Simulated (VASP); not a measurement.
# GaN (F-43m) in VASP: a series of runs

Runs on GaN. Level: LDA. Tasks: single point, relaxation of cell and atoms.

Everything below comes from runs of VASP 6.6.1. Logs are shortened: lines on timing, memory, paths and dates and some standing lists are left out, and cuts for length are marked.

**1. The cell of the first run**

The structure is cubic, space group F-43m (No. 216). The conventional cell has a = 4.455 Å, b = 4.455 Å, c = 4.455 Å, α = 90.00°, β = 90.00°, γ = 90.00°. Within 2.6 Å of Ga (site symmetry -43m) lie 4 N at 1.93 Å. Within 2.6 Å of N (site symmetry -43m) lie 4 Ga at 1.93 Å.

**2. Single point, LDA**

INCAR

```
SYSTEM = GaN
PREC = Accurate
ENCUT = 520
EDIFF = 1E-6
ISMEAR = 0
SIGMA = 0.02
LREAL = .False.
LASPH = .True.
NELM = 100
ALGO = Normal
ISIF = 2
LWAVE = .False.
LCHARG = .True.
GGA = CA
LELF = .True.
LVHAR = .True.
NBANDS = 16
```

KPOINTS

```
Automatic mesh
0
Gamma
  10 10 10
  0 0 0
```

POSCAR

```
GaN
1.0
    0.0000000000      2.2277008321      2.2277008321
    2.2277008321      0.0000000000      2.2277008321
    2.2277008321      2.2277008321      0.0000000000
Ga N
1 1
Direct
    0.0000000000      0.0000000000      0.0000000000
    0.2500000000      0.2500000000      0.2500000000
```

Potentials or basis: VASP PAW LDA potentials, release 64 (Ga_d, N).

Run with:

```
cat potpaw_LDA.64/Ga_d/POTCAR potpaw_LDA.64/N/POTCAR > POTCAR
mpirun -np 1 vasp_std > vasp.out
```

OUTCAR:

```text
SYSTEM = GaN
   PREC = Accurate
   ENCUT = 520
   EDIFF = 1E-6
   ISMEAR = 0
   LREAL = .False.
   LASPH = .True.
   NELM = 100
   ISIF = 2
   GGA = CA

 ion  position               nearest neighbor table
   1  0.000  0.000  0.000-   2 1.93   2 1.93   2 1.93   2 1.93
   2  0.250  0.250  0.250-   1 1.93   1 1.93   1 1.93   1 1.93

  LATTYP: Found a face centered cubic cell.
 ALAT       =     4.4554016642

  Lattice vectors:

 A1 = (   0.0000000000,   2.2277008321,   2.2277008321)
 A2 = (   2.2277008321,   0.0000000000,   2.2277008321)
 A3 = (   2.2277008321,   2.2277008321,   0.0000000000)

Analysis of symmetry for initial positions (statically):
=====================================================================
 Subroutine PRICEL returns:
 Original cell was already a primitive cell.

 Routine SETGRP: Setting up the symmetry group for a
 face centered cubic supercell.

 Subroutine GETGRP returns: Found 24 space group operations
 (whereof 24 operations were pure point group operations)
 out of a pool of 48 trial point group operations.

The static configuration has the point symmetry T_d .

Analysis of symmetry for dynamics (positions and initial velocities):
=====================================================================
 Subroutine PRICEL returns:
 Original cell was already a primitive cell.

 Routine SETGRP: Setting up the symmetry group for a
 face centered cubic supercell.

 Subroutine GETGRP returns: Found 24 space group operations
 (whereof 24 operations were pure point group operations)
 out of a pool of 48 trial point group operations.

The dynamic configuration has the point symmetry T_d .

 Subroutine INISYM returns: Found 24 space group operations
 (whereof 24 operations are pure point group operations),
 and found     1 'primitive' translations

----------------------------------------------------------------------------------------

                                     Primitive cell

  volume of cell :      22.1106

  direct lattice vectors                    reciprocal lattice vectors
     0.000000000  2.227700832  2.227700832    -0.224446655  0.224446655  0.224446655
     2.227700832  0.000000000  2.227700832     0.224446655 -0.224446655  0.224446655
     2.227700832  2.227700832  0.000000000     0.224446655  0.224446655 -0.224446655

  length of vectors
     3.150444730  3.150444730  3.150444730     0.388753010  0.388753010  0.388753010

  position of ions in fractional coordinates (direct lattice)
     0.000000000  0.000000000  0.000000000
     0.250000000  0.250000000  0.250000000

  ion indices of the primitive-cell ions
   primitive index   ion index
                 1           1
                 2           2

----------------------------------------------------------------------------------------

 KPOINTS: Automatic mesh

Automatic generation of k-mesh.
 Grid dimensions read from file:
 generate k-points for:   10   10   10

 Generating k-lattice:

  Cartesian coordinates                     Fractional coordinates (reciprocal lattice)
    -0.022444665  0.022444665  0.022444665     0.100000000  0.000000000  0.000000000
     0.022444665 -0.022444665  0.022444665     0.000000000  0.100000000  0.000000000
     0.022444665  0.022444665 -0.022444665     0.000000000  0.000000000  0.100000000

  Length of vectors
     0.038875301  0.038875301  0.038875301

  Shift w.r.t. Gamma in fractional coordinates (k-lattice)
     0.000000000  0.000000000  0.000000000

 Subroutine IBZKPT returns following result:
 ===========================================

 Found     47 irreducible k-points:

 Following reciprocal coordinates:
            Coordinates               Weight
  0.000000  0.000000  0.000000      1.000000
  0.100000  0.000000  0.000000      8.000000
  0.200000  0.000000  0.000000      8.000000
  0.300000  0.000000  0.000000      8.000000
  0.400000  0.000000  0.000000      8.000000
  0.500000  0.000000  0.000000      4.000000
[... 16 lines left out ...]
  0.300000  0.300000  0.000000      6.000000
  0.400000  0.300000  0.000000     24.000000
 [... further k-points ...]
   k-points           NKPTS =     47   k-points in BZ     NKDIM =     47   number of bands    NBANDS=     16
   number of dos      NEDOS =    301   number of ions     NIONS =      2
   total plane-waves  NPLWV =  13824
   dimension x,y,z NGX =    24 NGY =   24 NGZ =   24
   dimension x,y,z NGXF=    48 NGYF=   48 NGZF=   48
   ions per type =               1   1
   NGX,Y,Z   is equivalent  to a cutoff of  12.66, 12.66, 12.66 a.u.
   NGXF,Y,Z  is equivalent  to a cutoff of  25.33, 25.33, 25.33 a.u.
 SYSTEM =  GaN
   PREC   = accura    normal or accurate (medium, high low for compatibility)
   ISTART =      0    job   : 0-new  1-cont  2-samecut
   ICHARG =      2    charge: 1-file 2-atom 10-const
   ISPIN  =      1    spin polarized calculation?
   LNONCOLLINEAR =      F non collinear calculations
   LSORBIT =      F    spin-orbit coupling
   LASPH  =      T    aspherical Exc in radial PAW
   ENCUT  =  520.0 eV  38.22 Ry    6.18 a.u.   5.86  5.86  5.86*2*pi/ulx,y,z
   NELM   =    100;   NELMIN=  2; NELMDL= -5     # of ELM steps
   EDIFF  = 0.1E-05   stopping-criterion for ELM
   LREAL  =      F    real-space projection
   EDIFFG = 0.1E-04   stopping-criterion for IOM
   NSW    =      0    number of steps for IOM
   IBRION =     -1    ionic relax: 0-MD 1-quasi-New 2-CG
   NFREE  =      0    steps in history (QN), initial steepest desc. (CG)
   ISIF   =      2    stress and relaxation
   ISYM   =      2    0-nonsym 1-usesym 2-fastsym
   POTIM  = 0.5000    time-step for ionic-motion
   TEBEG  =    0.0;   TEEND  =   0.0 temperature during run
   PSTRESS=    0.0 pullay stress
   NELECT =      18.0000    total number of electrons
   NUPDOWN=      -1.0000    fix difference up-down
   EMIN   =  10.00;   EMAX   =-10.00  energy-range for DOS
   EFERMI =   0.00;   METHOD = LEGACY
   ISMEAR =     0;   SIGMA  =   0.02  broadening in eV -4-tet -1-fermi 0-gaus
   EFERMI_NEDOS =   21; number of points for ismear=-14 and -15
   IALGO  =     38    algorithm
   IMIX   =      4    mixing-type and parameters
     AMIX     =   0.40;   BMIX     =  1.00
     AMIX_MAG =   1.60;   BMIX_MAG =  1.00
  volume/ion in A,a.u.               =      11.06        74.60
  Fermi-wavevector in a.u.,A,eV,Ry     =   1.528617  2.888668 31.792341  2.336671
  Thomas-Fermi vector in A             =   2.636351
   LORBIT       =      0    0 simple, 1 ext, 2 COOP (PROOUT), +10 PAW based schemes
   GGA     = CA    functional components
   LHFCALC =     F    Hartree Fock is set to
   AEXX    =    0.0000 exact exchange contribution
   IVDW    =     0    specifies the selected vdW correction
   LEPSILON=     F    determine dielectric tensor
   LRPA    =     F    only Hartree local field effects (RPA)
 non-spin polarized calculation
 Gauss-broadening in eV      SIGMA  =   0.02
  energy-cutoff  :      520.00
  volume of cell :       22.11
 maximum number of plane-waves:       610
   NGX = 11   NGY = 11   NGZ = 11

 number of electron      18.0000015 magnetization

 Free energy of the ion-electron system (eV)
  ---------------------------------------------------
  ext. energy  EPLUGINS =         0.00000000
  ---------------------------------------------------
  free energy    TOTEN  =       -13.94379212 eV

  energy without entropy =      -13.94379212  energy(sigma->0) =      -13.94379212

 E-fermi :   5.6254     XC(G=0): -12.3037

 val. band max:        5.4192790398   @ k =   0.0000   0.0000   0.0000
 cond. band min:       7.3913222884   @ k =   0.0000   0.0000   0.0000
 fundamental gap:      1.9720432486
 Fermi energy:         5.6254297431

 k-point     1 :       0.0000    0.0000    0.0000
  band No.  band energies     occupation
      1     -10.6885      2.00000
      2      -8.1711      2.00000
      3      -8.1711      2.00000
      4      -8.1711      2.00000
      5      -7.8169      2.00000
      6      -7.8169      2.00000
[... 8 lines left out ...]
     15      24.3619      0.00000
     16      24.3619      0.00000

 k-point     2 :       0.1000    0.0000    0.0000
  band No.  band energies     occupation
      1     -10.5687      2.00000
      2      -8.1561      2.00000
      3      -8.1561      2.00000
      4      -8.1332      2.00000
      5      -7.8184      2.00000
      6      -7.8184      2.00000
[... 8 lines left out ...]
     15      23.0800      0.00000
     16      23.0800      0.00000

 k-point     3 :       0.2000    0.0000    0.0000
  band No.  band energies     occupation
      1     -10.2669      2.00000
      2      -8.1213      2.00000
      3      -8.1213      2.00000
      4      -7.9673      2.00000
      5      -7.8173      2.00000
      6      -7.8173      2.00000
[... 8 lines left out ...]
     15      22.3048      0.00000
     16      22.3048      0.00000

 k-point     4 :       0.3000    0.0000    0.0000
  band No.  band energies     occupation
      1      -9.9491      2.00000
      2      -8.0904      2.00000
      3      -8.0904      2.00000
      4      -7.8023      2.00000
      5      -7.8023      2.00000
      6      -7.5419      2.00000
[... 8 lines left out ...]
     15      22.8133      0.00000
     16      22.8133      0.00000
[... 324 lines left out ...]
 k-point    22 :      -0.2000    0.2000    0.0000
  band No.  band energies     occupation
      1      -9.8516      2.00000
      2      -8.0737      2.00000
      3      -8.0560      2.00000
      4      -7.8424      2.00000
      5      -7.8361      2.00000
      6      -7.3458      2.00000
[... 8 lines left out ...]
     15      22.9179      0.00000
     16      26.2102      0.00000

 k-point    23 :       0.3000    0.3000    0.0000
  band No.  band energies     occupation
      1      -9.7602      2.00000
      2      -8.0183      2.00000
      3      -7.9613      2.00000
      4      -7.9613      2.00000
      5      -7.7612      2.00000
      6      -7.3300      2.00000
[... 8 lines left out ...]
     15      27.7314      0.00000
     16      28.3190      0.00000

 k-point    24 :       0.4000    0.3000    0.0000
  band No.  band energies     occupation
      1      -9.6406      2.00000
      2      -8.0367      2.00000
      3      -7.9240      2.00000
      4      -7.9227      2.00000
      5      -7.7500      2.00000
      6      -6.8253      2.00000
[... 8 lines left out ...]
     15      28.1210      0.00000
     16      28.1549      0.00000

 [... further k-points ...]

------------------------ aborting loop because EDIFF is reached ----------------------------------------

  FORCE on cell =-STRESS in cart. coord.  units (eV):
  Direction    XX          YY          ZZ          XY          YZ          ZX
  --------------------------------------------------------------------------------------
  -------------------------------------------------------------------------------------
  Total        0.1548275      0.1548275      0.1548275     -0.0000000      0.0000000      0.0000000
  in kB       11.2191020     11.2191020     11.2191020     -0.0000000      0.0000000      0.0000000
  external PRESSURE =      11.2191020 kB  Pullay stress =       0.0000000 kB

 VOLUME and BASIS-vectors are now :
 -----------------------------------------------------------------------------
  energy-cutoff  :      520.00
  volume of cell :       22.11
      direct lattice vectors                 reciprocal lattice vectors
     0.000000000  2.227700832  2.227700832    -0.224446655  0.224446655  0.224446655
     2.227700832  0.000000000  2.227700832     0.224446655 -0.224446655  0.224446655
     2.227700832  2.227700832  0.000000000     0.224446655  0.224446655 -0.224446655

 POSITION                                       TOTAL-FORCE (eV/Angst)
 -----------------------------------------------------------------------------------
      0.00000      0.00000      0.00000        -0.000000      0.000000      0.000000
      1.11385      1.11385      1.11385         0.000000     -0.000000     -0.000000
 -----------------------------------------------------------------------------------
    total drift:                                0.000002      0.000002      0.000002

  FREE ENERGIE OF THE ION-ELECTRON SYSTEM (eV)
  ---------------------------------------------------
  free  energy   TOTEN  =       -13.9437921195 eV

  energy  without entropy=      -13.9437921195  energy(sigma->0) =      -13.94379212
```

It took 9.2 s on 1 thread of Intel Xeon Platinum 8259CL at 2.50GHz (Skylake/Cascade Lake), shared host; peak memory 0.13 GiB.

Results:

```yaml
Free_energy: -13.9438 eV
Pressure: 1.1 GPa
Band_gap_on_the_k_mesh: 1.97 eV, direct
```

**3. Relaxation of cell and atoms, LDA**

This run uses another cell than the first one, of 11.44 Å³/atom, 1.035 times its volume.

INCAR

```
PREC = Accurate
ENCUT = 600
EDIFF = 1E-6
ISMEAR = 0
SIGMA = 0.02
LREAL = False
LASPH = True
NELM = 60
ALGO = Normal
ISIF = 3
LWAVE = False
LCHARG = False
IBRION = 2
NSW = 100
EDIFFG = -0.005
```

KPOINTS

```
regular mesh
0
Gamma
  10 10 10
```

POSCAR

```
GaN
1.0
    0.0000000000      2.2535006100      2.2535006100
    2.2535006100      0.0000000000      2.2535006100
    2.2535006100      2.2535006100      0.0000000000
Ga N
1 1
Direct
    0.0000000000      0.0000000000      0.0000000000
    0.2500000000      0.2500000000      0.2500000000
```

Potentials or basis: VASP PAW LDA potentials, release 64 (Ga_d, N).

Run with:

```
cat potpaw_LDA.64/Ga_d/POTCAR potpaw_LDA.64/N/POTCAR > POTCAR
mpirun -np 1 vasp_std > vasp.out
```

Wall time 42 s (1 thread of Intel Xeon Platinum 8259CL at 2.50GHz (Skylake/Cascade Lake), shared host); peak memory 0.16 GiB.

Results (log left out):

```yaml
Free_energy: -13.9454 eV
Relaxed_volume: 11.11 Å³/atom
Relaxed_cell: a = 3.156 Å, b = 3.156 Å, c = 3.156 Å, α = 60.00°, β = 60.00°, γ = 60.00°
Space_group_after_relaxing_to_0.05_Å: F-43m (No. 216)
Energy_gained_by_relaxing: 6.0 meV/atom
Ionic_steps: 3
Pressure_after_relaxing: 0.0 GPa
Band_gap_on_the_k_mesh: 1.94 eV, direct
```

The path:
| step | energy change (eV) | largest force (eV/Å) | pressure (GPa) | volume (Å³) |
| --- | --- | --- | --- | --- |
| 1 | 0.0000 | 0.0000 | -5.60 | 22.89 |
| 2 | -0.0003 | 0.0000 | 6.11 | 21.59 |
| 3 | -0.0120 | 0.0000 | 0.01 | 22.22 |

Final structure:
```
Ga N
1.0
     0.00000    2.23142    2.23142
     2.23142    0.00000    2.23142
     2.23142    2.23142    0.00000
Ga N
1 1
Direct
  0.00000 0.00000 0.00000
  0.25000 0.25000 0.25000
```

Levels at points of the mesh, in eV from the valence-band top:
```
           k point  band 5  band 6  band 7  band 8  band 9  band 10  band 11  band 12  band 13
(0.00, 0.00, 0.00)  -13.24  -13.24    0.00    0.00    0.00     1.94    10.29    10.29    10.29
(0.50, 0.00, 0.00)  -13.18  -11.86   -7.32   -1.02   -1.02     4.75     8.74    10.36    10.36
(0.50, 0.50, 0.00)  -13.15  -11.38   -6.33   -2.84   -2.84     3.26     6.66    11.71    14.07
```

Expect the measured gap to be larger: semilocal functionals such as LDA lack the derivative discontinuity.

**4. Single point, LDA**

INCAR

```
SYSTEM = GaN
PREC = Accurate
ENCUT = 910
EDIFF = 1E-6
ISMEAR = 0
SIGMA = 0.02
LREAL = .False.
LASPH = .True.
NELM = 120
ALGO = Normal
ISIF = 2
LWAVE = .False.
LCHARG = .True.
GGA = CA
LELF = .True.
LVHAR = .True.
NBANDS = 16
GGA_COMPAT = .False.
```

KPOINTS

```
Automatic mesh
0
Gamma
  10 10 10
  0 0 0
```

POSCAR

```
GaN
1.0
    0.0000000000      2.2277008321      2.2277008321
    2.2277008321      0.0000000000      2.2277008321
    2.2277008321      2.2277008321      0.0000000000
Ga N
1 1
Direct
    0.0000000000      0.0000000000      0.0000000000
    0.2500000000      0.2500000000      0.2500000000
```

Potentials or basis: VASP PAW LDA potentials, release 64 (Ga_d, N_h).

Run with:

```
cat potpaw_LDA.64/Ga_d/POTCAR potpaw_LDA.64/N_h/POTCAR > POTCAR
mpirun -np 1 vasp_std > vasp.out
```

It took 33 s on 1 thread of Intel Xeon Platinum 8488C (Sapphire Rapids), shared host; peak memory 0.17 GiB.

Results (log left out):

```yaml
Free_energy: -13.9463 eV
Pressure: 0.9 GPa
Band_gap_on_the_k_mesh: 1.97 eV, direct
```

Levels at points of the mesh, in eV from the valence-band top:
```csv
k point,band 7,band 8,band 9,band 10,band 11,band 12
"(0.00, 0.00, 0.00)",0.00,0.00,0.00,1.97,10.33,10.33
"(0.50, 0.00, 0.00)",-7.35,-1.02,-1.02,4.78,8.77,10.38
"(0.50, 0.50, 0.00)",-6.35,-2.86,-2.86,3.26,6.69,11.75
```

Caveat: the cutoff is under 1.25 times the usual one of these potentials, so pressure, stress and relaxed cells hold a basis-set (Pulay) error. As with any semilocal functional, this LDA gap is likely too small.

**5. Overview**

| task | potentials or basis | cell | cutoff (eV) | second run | gap on the mesh (eV) | pressure (GPa) |
| --- | --- | --- | --- | --- | --- | --- |
| single point | VASP PAW LDA potentials, release 64 (Ga_d, N) | a = 3.150 Å, angles 60.0°, 2 atoms | 520 | - | 1.97 | 1.1 |
| relaxation of cell and atoms | VASP PAW LDA potentials, release 64 (Ga_d, N) | relaxed from a = 3.187 Å, angles 60.0°, 2 atoms | 600 | - | 1.94 | 0.0 |
| single point | VASP PAW LDA potentials, release 64 (Ga_d, N_h) | a = 3.150 Å, angles 60.0°, 2 atoms | 910 | hard_potentials | 1.97 | 0.9 |

Alike in all rows: level LDA; no spin polarisation; k mesh 10 × 10 × 10; smearing gaussian 0.02 eV.

Caveats: the cutoff is under 1.25 times the usual one of these potentials, so pressure, stress and relaxed cells hold a basis-set (Pulay) error (some runs).

Absolute energies hang on the potentials; compare differences alone.
